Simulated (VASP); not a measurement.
# LiCuAuO2 (R3m) in VASP: notebook

LiCuAuO2 is run at these levels: PBE; tasks: single point.

All numbers are computed with VASP 6.6.1; they aren't measurements. Logs are shortened: lines on timing, memory, paths and dates and some standing lists are left out, and cuts for length are marked.

**1. The cell of the first run**

The structure is trigonal, space group R3m (No. 160). Conventional cell: a = 3.307 Å, b = 3.307 Å, c = 19.256 Å, α = 90.00°, β = 90.00°, γ = 120.00°. Au (site symmetry 3m) has 2 O at 2.07 to 2.10 Å and 3 Li at 2.70 Å within 2.7 Å. Cu (site symmetry 3m) has 6 O at 2.03 to 2.47 Å and 3 Li at 2.60 Å within 2.7 Å. Within 2.5 Å of O (site symmetry 3m) lie 3 Li at 1.92 Å and 1 Au at 2.10 Å and 3 Cu at 2.47 Å. Within 2.7 Å of O (site symmetry 3m) lie 3 Cu at 2.03 Å and 1 Au at 2.07 Å and 1 Li at 2.44 Å. Li (site symmetry 3m) has 4 O at 1.92 to 2.44 Å within 2.5 Å.

**2. Single point, PBE**

INCAR

```
SYSTEM = LiCuAuO2
PREC = Accurate
ENCUT = 520
EDIFF = 1E-6
ISMEAR = -1
SIGMA = 0.05
LREAL = .FALSE.
LASPH = .TRUE.
NELM = 100
ALGO = Normal
ISIF = 2
LWAVE = .FALSE.
LCHARG = .FALSE.
GGA = PE
NBANDS = 26
```

KPOINTS

```
Automatic mesh
0
G
  8 8 8
  0 0 0
```

POSCAR

```
LiCuAuO2
1.0
    1.6535714602      0.9546899276      6.4188160000
   -1.6535714602      0.9546899276      6.4188160000
    0.0000000000     -1.9093798552      6.4188160000
Au Cu O Li
1 1 2 1
Direct
    0.9917940000      0.9917940000      0.9917940000
    0.5158030000      0.5158030000      0.5158030000
    0.1009220000      0.1009220000      0.1009220000
    0.8842220000      0.8842220000      0.8842220000
    0.7572590000      0.7572590000      0.7572590000
```

Potentials or basis: VASP PAW PBE potentials, release 64 (Au, Cu, O, Li_sv).

Started as:

```sh
$ cat potpaw_PBE.64/Au/POTCAR potpaw_PBE.64/Cu/POTCAR potpaw_PBE.64/O/POTCAR potpaw_PBE.64/Li_sv/POTCAR > POTCAR
$ mpirun -np 1 vasp_std > vasp.out
```

OUTCAR:

```text
SYSTEM = LiCuAuO2
   PREC = Accurate
   ENCUT = 520
   EDIFF = 1E-6
   ISMEAR = -1
   LREAL = .FALSE.
   LASPH = .TRUE.
   NELM = 100
   ISIF = 2
   GGA = PE

 ion  position               nearest neighbor table
   1  0.992  0.992  0.992-   4 2.07   3 2.10   5 2.70   5 2.70   5 2.70
   2  0.516  0.516  0.516-   4 2.03   4 2.03   4 2.03   5 2.60   5 2.60   5 2.60
   3  0.101  0.101  0.101-   5 1.92   5 1.92   5 1.92   1 2.10
   4  0.884  0.884  0.884-   2 2.03   2 2.03   2 2.03   1 2.07
   5  0.757  0.757  0.757-   3 1.92   3 1.92   3 1.92   2 2.60   2 2.60   2 2.60   1 2.70   1 2.70
                             1 2.70

  LATTYP: Found a trigonal (rhomboedric) cell.
 ALAT       =     6.6967850700
 COS(alpha) =     0.8780608369

  Lattice vectors:

 A1 = (   1.6535714602,   0.9546899276,   6.4188160000)
 A2 = (  -1.6535714602,   0.9546899276,   6.4188160000)
 A3 = (   0.0000000000,  -1.9093798552,   6.4188160000)

Analysis of symmetry for initial positions (statically):
=====================================================================
 Subroutine PRICEL returns:
 Original cell was already a primitive cell.

 Routine SETGRP: Setting up the symmetry group for a
 trigonal (rhombohedral) supercell.

 Subroutine GETGRP returns: Found  6 space group operations
 (whereof  6 operations were pure point group operations)
 out of a pool of 12 trial point group operations.

The static configuration has the point symmetry C_3v.

Analysis of symmetry for dynamics (positions and initial velocities):
=====================================================================
 Subroutine PRICEL returns:
 Original cell was already a primitive cell.

 Routine SETGRP: Setting up the symmetry group for a
 trigonal (rhombohedral) supercell.

 Subroutine GETGRP returns: Found  6 space group operations
 (whereof  6 operations were pure point group operations)
 out of a pool of 12 trial point group operations.

The dynamic configuration has the point symmetry C_3v.

 Subroutine INISYM returns: Found  6 space group operations
 (whereof  6 operations are pure point group operations),
 and found     1 'primitive' translations

----------------------------------------------------------------------------------------

                                     Primitive cell

  volume of cell :      60.7983

  direct lattice vectors                    reciprocal lattice vectors
     1.653571460  0.954689928  6.418816000     0.302375804  0.174576752  0.051930657
    -1.653571460  0.954689928  6.418816000    -0.302375804  0.174576752  0.051930657
     0.000000000 -1.909379855  6.418816000     0.000000000 -0.349153504  0.051930657

  length of vectors
     6.696785070  6.696785070  6.696785070     0.352994281  0.352994281  0.352994281

  position of ions in fractional coordinates (direct lattice)
     0.991794000  0.991794000  0.991794000
     0.515803000  0.515803000  0.515803000
     0.100922000  0.100922000  0.100922000
     0.884222000  0.884222000  0.884222000
     0.757259000  0.757259000  0.757259000

  ion indices of the primitive-cell ions
   primitive index   ion index
                 1           1
                 2           2
                 3           3
                 4           4
                 5           5

----------------------------------------------------------------------------------------

 KPOINTS: Automatic mesh

Automatic generation of k-mesh.
 Grid dimensions read from file:
 generate k-points for:    8    8    8

 Generating k-lattice:

  Cartesian coordinates                     Fractional coordinates (reciprocal lattice)
     0.037796976  0.021822094  0.006491332     0.125000000 -0.000000000  0.000000000
    -0.037796976  0.021822094  0.006491332    -0.000000000  0.125000000  0.000000000
     0.000000000 -0.043644188  0.006491332     0.000000000  0.000000000  0.125000000

  Length of vectors
     0.044124285  0.044124285  0.044124285

  Shift w.r.t. Gamma in fractional coordinates (k-lattice)
     0.000000000  0.000000000  0.000000000

 Subroutine IBZKPT returns following result:
 ===========================================

 Found     65 irreducible k-points:

 Following reciprocal coordinates:
            Coordinates               Weight
  0.000000  0.000000  0.000000      1.000000
  0.125000  0.000000  0.000000      6.000000
  0.250000  0.000000  0.000000      6.000000
  0.375000  0.000000 -0.000000      6.000000
  0.500000  0.000000  0.000000      3.000000
  0.125000  0.125000  0.000000      6.000000
[... 16 lines left out ...]
  0.250000  0.125000  0.125000      6.000000
  0.375000  0.125000  0.125000      6.000000
 [... further k-points ...]
   k-points           NKPTS =     65   k-points in BZ     NKDIM =     65   number of bands    NBANDS=     26
   number of dos      NEDOS =    301   number of ions     NIONS =      5
   total plane-waves  NPLWV = 125000
   dimension x,y,z NGX =    50 NGY =   50 NGZ =   50
   dimension x,y,z NGXF=   100 NGYF=  100 NGZF=  100
   ions per type =               1   1   2   1
   NGX,Y,Z   is equivalent  to a cutoff of  12.41, 12.41, 12.41 a.u.
   NGXF,Y,Z  is equivalent  to a cutoff of  24.82, 24.82, 24.82 a.u.
 SYSTEM =  LiCuAuO2
   PREC   = accura    normal or accurate (medium, high low for compatibility)
   ISTART =      0    job   : 0-new  1-cont  2-samecut
   ICHARG =      2    charge: 1-file 2-atom 10-const
   ISPIN  =      1    spin polarized calculation?
   LNONCOLLINEAR =      F non collinear calculations
   LSORBIT =      F    spin-orbit coupling
   LASPH  =      T    aspherical Exc in radial PAW
   ENCUT  =  520.0 eV  38.22 Ry    6.18 a.u.  12.45 12.45 12.45*2*pi/ulx,y,z
   NELM   =    100;   NELMIN=  2; NELMDL= -5     # of ELM steps
   EDIFF  = 0.1E-05   stopping-criterion for ELM
   LREAL  =      F    real-space projection
   EDIFFG = 0.1E-04   stopping-criterion for IOM
   NSW    =      0    number of steps for IOM
   IBRION =     -1    ionic relax: 0-MD 1-quasi-New 2-CG
   NFREE  =      0    steps in history (QN), initial steepest desc. (CG)
   ISIF   =      2    stress and relaxation
   ISYM   =      2    0-nonsym 1-usesym 2-fastsym
   POTIM  = 0.5000    time-step for ionic-motion
   TEBEG  =    0.0;   TEEND  =   0.0 temperature during run
   PSTRESS=    0.0 pullay stress
   NELECT =      37.0000    total number of electrons
   NUPDOWN=      -1.0000    fix difference up-down
   EMIN   =  10.00;   EMAX   =-10.00  energy-range for DOS
   EFERMI =   0.00;   METHOD = LEGACY
   ISMEAR =    -1;   SIGMA  =   0.05  broadening in eV -4-tet -1-fermi 0-gaus
   EFERMI_NEDOS =   21; number of points for ismear=-14 and -15
   IALGO  =     38    algorithm
   IMIX   =      4    mixing-type and parameters
     AMIX     =   0.40;   BMIX     =  1.00
     AMIX_MAG =   1.60;   BMIX_MAG =  1.00
  volume/ion in A,a.u.               =      12.16        82.06
  Fermi-wavevector in a.u.,A,eV,Ry     =   1.387325  2.621664 26.186738  1.924671
  Thomas-Fermi vector in A             =   2.511557
   LORBIT       =      0    0 simple, 1 ext, 2 COOP (PROOUT), +10 PAW based schemes
   GGA     = PE    functional components
   LHFCALC =     F    Hartree Fock is set to
   AEXX    =    0.0000 exact exchange contribution
   IVDW    =     0    specifies the selected vdW correction
   LEPSILON=     F    determine dielectric tensor
   LRPA    =     F    only Hartree local field effects (RPA)
 non-spin polarized calculation
  energy-cutoff  :      520.00
  volume of cell :       60.80
 maximum number of plane-waves:      1667
 NGX is ok and might be reduce to    50
   NGX = 25   NGY = 25   NGZ = 25

 number of electron      37.0000001 magnetization

 Free energy of the ion-electron system (eV)
  ---------------------------------------------------
  ext. energy  EPLUGINS =         0.00000000
  ---------------------------------------------------
  free energy    TOTEN  =       -22.21296417 eV

  energy without entropy =      -22.17975487  energy(sigma->0) =      -22.19635952

 E-fermi :   4.1836     XC(G=0): -10.9071

 val. band max:        4.1772703549   @ k =  -0.3750  -0.3750   0.2500
 cond. band min:       4.1965491876   @ k =   0.3750   0.2500   0.0000
 fundamental gap:      0.0192788327
 Fermi energy:         4.1836109306

 k-point     1 :       0.0000    0.0000    0.0000
  band No.  band energies     occupation
      1     -39.5752      2.00000
      2     -14.3961      2.00000
      3     -12.9566      2.00000
      4      -2.6470      2.00000
      5      -0.7469      2.00000
      6      -0.5122      2.00000
[... 18 lines left out ...]
     25      15.9182      0.00000
     26      18.2765      0.00000

 k-point     2 :       0.1250    0.0000    0.0000
  band No.  band energies     occupation
      1     -39.5736      2.00000
      2     -14.3392      2.00000
      3     -12.9515      2.00000
      4      -2.5359      2.00000
      5      -0.7515      2.00000
      6      -0.4830      2.00000
[... 18 lines left out ...]
     25      16.2054      0.00000
     26      16.7128      0.00000

 k-point     3 :       0.2500    0.0000    0.0000
  band No.  band energies     occupation
      1     -39.5698      2.00000
      2     -14.1973      2.00000
      3     -12.9405      2.00000
      4      -2.2718      2.00000
      5      -1.0924      2.00000
      6      -0.4117      2.00000
[... 18 lines left out ...]
     25      15.4471      0.00000
     26      16.4167      0.00000

 k-point     4 :       0.3750    0.0000   -0.0000
  band No.  band energies     occupation
      1     -39.5661      2.00000
      2     -14.0481      2.00000
      3     -12.9317      2.00000
      4      -1.9860      2.00000
      5      -1.3861      2.00000
      6      -0.3368      2.00000
[... 18 lines left out ...]
     25      15.3976      0.00000
     26      15.4252      0.00000
[... 496 lines left out ...]
      1     -39.5751      2.00000
      2     -14.3849      2.00000
      3     -12.9749      2.00000
      4      -2.5427      2.00000
      5      -0.7457      2.00000
      6      -0.4963      2.00000
[... 18 lines left out ...]
     25      15.9485      0.00000
     26      18.3312      0.00000

 k-point    23 :       0.2500    0.1250    0.1250
  band No.  band energies     occupation
      1     -39.5736      2.00000
      2     -14.3222      2.00000
      3     -12.9792      2.00000
      4      -2.3717      2.00000
      5      -0.7453      2.00000
      6      -0.4560      2.00000
[... 18 lines left out ...]
     25      16.2122      0.00000
     26      16.7594      0.00000

 k-point    24 :       0.3750    0.1250    0.1250
  band No.  band energies     occupation
      1     -39.5698      2.00000
      2     -14.1784      2.00000
      3     -12.9700      2.00000
      4      -2.0802      2.00000
      5      -1.0816      2.00000
      6      -0.3750      2.00000
[... 18 lines left out ...]
     25      15.2815      0.00000
     26      16.3774      0.00000

 [... further k-points ...]

------------------------ aborting loop because EDIFF is reached ----------------------------------------

  FORCE on cell =-STRESS in cart. coord.  units (eV):
  Direction    XX          YY          ZZ          XY          YZ          ZX
  --------------------------------------------------------------------------------------
  -------------------------------------------------------------------------------------
  Total       -0.8987762     -0.8987762     -1.6210001      0.0000000      0.0000000     -0.0000000
  in kB      -23.6848516    -23.6848516    -42.7171382      0.0000000      0.0000000     -0.0000000
  external PRESSURE =     -30.0289471 kB  Pullay stress =       0.0000000 kB

 VOLUME and BASIS-vectors are now :
 -----------------------------------------------------------------------------
  energy-cutoff  :      520.00
  volume of cell :       60.80
      direct lattice vectors                 reciprocal lattice vectors
     1.653571460  0.954689928  6.418816000     0.302375804  0.174576752  0.051930657
    -1.653571460  0.954689928  6.418816000    -0.302375804  0.174576752  0.051930657
     0.000000000 -1.909379855  6.418816000     0.000000000 -0.349153504  0.051930657

 POSITION                                       TOTAL-FORCE (eV/Angst)
 -----------------------------------------------------------------------------------
      0.00000      0.00000     19.09843         0.000000     -0.000000     -0.001123
      0.00000      0.00000      9.93253         0.000000     -0.000000      0.301671
      0.00000      0.00000      1.94340         0.000000      0.000000     -0.354950
      0.00000      0.00000     17.02697         0.000000     -0.000000     -0.004530
      0.00000      0.00000     14.58212         0.000000     -0.000000      0.058932
 -----------------------------------------------------------------------------------
    total drift:                               -0.000000     -0.000000     -0.001932

  FREE ENERGIE OF THE ION-ELECTRON SYSTEM (eV)
  ---------------------------------------------------
  free  energy   TOTEN  =       -22.2129641740 eV

  energy  without entropy=      -22.1797548655  energy(sigma->0) =      -22.19635952
```

It took 5 min on 1 thread of Intel Xeon Platinum 8559C (Emerald Rapids), shared host; peak memory 0.41 GiB.

What came out:

- Free energy: -22.2130 eV
- Largest force: 0.355 eV/Å
- Band gap on the k mesh: zero (an odd number of electrons rules out a gap without spin polarisation)

Forces on the atoms (eV/Å):
```
Au   0.000  0.000 -0.001
Cu   0.000  0.000  0.302
O    0.000  0.000 -0.355
O    0.000  0.000 -0.005
Li   0.000  0.000  0.059
```

Levels at points of the mesh, in eV from the Fermi level:
```
           k point  band 15  band 16  band 17  band 18  band 19  band 20  band 21  band 22  band 23  band 24
(0.00, 0.00, 0.00)    -1.52    -1.52    -1.11     0.50     0.50     0.99     4.77     6.03     9.99    11.73
(0.50, 0.00, 0.00)    -1.33    -1.29    -0.76    -0.31    -0.16     2.32     4.26     6.15     8.95     9.94
(0.50, 0.50, 0.00)    -1.61    -1.52    -1.10    -0.07     0.07     2.53     4.67     6.88     7.37     9.96
(0.50, 0.50, 0.50)    -1.31    -0.95    -0.95     0.28     0.28     2.83     3.28     7.25     8.68    11.96
```

Caveat: the cutoff is under 1.25 times the usual one of these potentials, so pressure, stress and relaxed cells hold a basis-set (Pulay) error; spin-orbit coupling is left out, which moves the levels of the heavy elements; an odd number of electrons without spin polarisation forces a metal; a magnetic or distorted state may lie lower. With open d or f shells a metallic result of PBE can be an artefact of self-interaction; +U or a hybrid may open a gap.

**3. Single point, PBE**

This run uses another cell than the first one, of 12.40 Å³/atom.

INCAR

```
ALGO = Normal
EDIFF = 1E-6
ENCUT = 520
GGA = PE
ISIF = 2
ISMEAR = -1
LASPH = T
LCHARG = F
LREAL = F
LWAVE = F
NBANDS = 26
NELM = 60
PREC = Accurate
SIGMA = 0.05
```

KPOINTS

```
k-points
0
Gamma
  8 8 8
```

POSCAR, as its differences from that of step 2:

```diff
@@ -2,5 +2,5 @@
 1.0
-    1.6535714602      0.9546899276      6.4188160000
-   -1.6535714602      0.9546899276      6.4188160000
-    0.0000000000     -1.9093798552      6.4188160000
+    1.6699434548      0.9641423031      6.4188160000
+   -1.6699434548      0.9641423031      6.4188160000
+    0.0000000000     -1.9282846063      6.4188160000
 Au Cu O Li
```

Potentials or basis: VASP PAW PBE potentials, release 64 (Au, Cu, O, Li_sv).

Started as:

```sh
$ cat potpaw_PBE.64/Au/POTCAR potpaw_PBE.64/Cu/POTCAR potpaw_PBE.64/O/POTCAR potpaw_PBE.64/Li_sv/POTCAR > POTCAR
$ mpirun -np 1 vasp_std > vasp.out
```

Run time: 4.8 min. Hardware: 1 thread of Intel Xeon Platinum 8559C (Emerald Rapids), shared host; peak memory 0.41 GiB.

The run converged. Its results:

| Item | Value |
| --- | --- |
| Free energy | -22.1902 eV |
| Largest force | 0.385 eV/Å |
| Band gap on the k mesh | zero (an odd number of electrons rules out a gap without spin polarisation) |

Forces on the atoms (eV/Å):
```
Au   0.000  0.000  0.007
Cu   0.000  0.000  0.345
O    0.000  0.000 -0.385
O    0.000  0.000 -0.041
Li   0.000  0.000  0.075
```

Levels at points of the mesh, in eV from the Fermi level:
```csv
k point,band 16,band 17,band 18,band 19,band 20,band 21,band 22,band 23
"(0.00, 0.00, 0.00)",-1.48,-1.09,0.49,0.49,1.01,4.77,5.98,10.03
"(0.50, 0.00, 0.00)",-1.24,-0.74,-0.31,-0.17,2.40,4.24,6.03,8.89
"(0.50, 0.50, 0.00)",-1.48,-1.08,-0.09,0.08,2.59,4.64,6.76,7.31
"(0.50, 0.50, 0.50)",-0.91,-0.91,0.26,0.26,2.78,3.33,7.20,8.68
```

Caveat: the cutoff is under 1.25 times the usual one of these potentials, so pressure, stress and relaxed cells hold a basis-set (Pulay) error; spin-orbit coupling is left out, which moves the levels of the heavy elements; an odd number of electrons without spin polarisation forces a metal; a magnetic or distorted state may lie lower.

[end of part 1 of 2]
